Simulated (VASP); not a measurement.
Wanted: the native input for a VASP 6.6.1 run.

```yaml
Task: single point
Functional: PBE
Potentials_or_basis: VASP PAW PBE potentials, release 64 (Rh_pv)
Cutoff: 520 eV
k_mesh: 20 × 20 × 20
Occupations: gaussian, width 0.15 eV
Spin: no spin polarisation
Dipole_correction: no
Further_INCAR_settings: ALGO = Fast; EDIFF = 1e-06; NBANDS = 14
```

The structure of Rh lies in POSCAR:

```
Rh
1.0
   -0.1915052422      1.8895822249      1.9150524221
    1.8895822249     -0.1915052422      1.9150524221
    1.6980769827      1.6980769827      0.0000000000
Rh
1
Direct
    0.0000000000      0.0000000000      0.0000000000
```

One way to write it, as run:

INCAR

```
SYSTEM = Rh
PREC = Accurate ; ENCUT = 520
EDIFF = 1E-6 ; ISMEAR = 0
SIGMA = 0.15 ; LREAL = .False.
LASPH = .True. ; NELM = 100
ALGO = Fast ; ISIF = 2
LWAVE = .False. ; LCHARG = .True.
GGA = PE ; LELF = .True.
LVHAR = .True. ; NBANDS = 14
```

KPOINTS

```
regular mesh
0
Gamma
  20 20 20
  0 0 0
```

Potentials or basis: VASP PAW PBE potentials, release 64 (Rh_pv).

Command:

```sh
$ cat potpaw_PBE.64/Rh_pv/POTCAR > POTCAR
$ mpirun -np 1 vasp_std > vasp.out
```

It gave:

```
Pressure : 23.4 GPa
```

Wall time 2.5 min on 1 thread of Intel(R) Xeon(R) Platinum 8488C (Sapphire Rapids), on a shared host, peak memory 0.3 GiB.
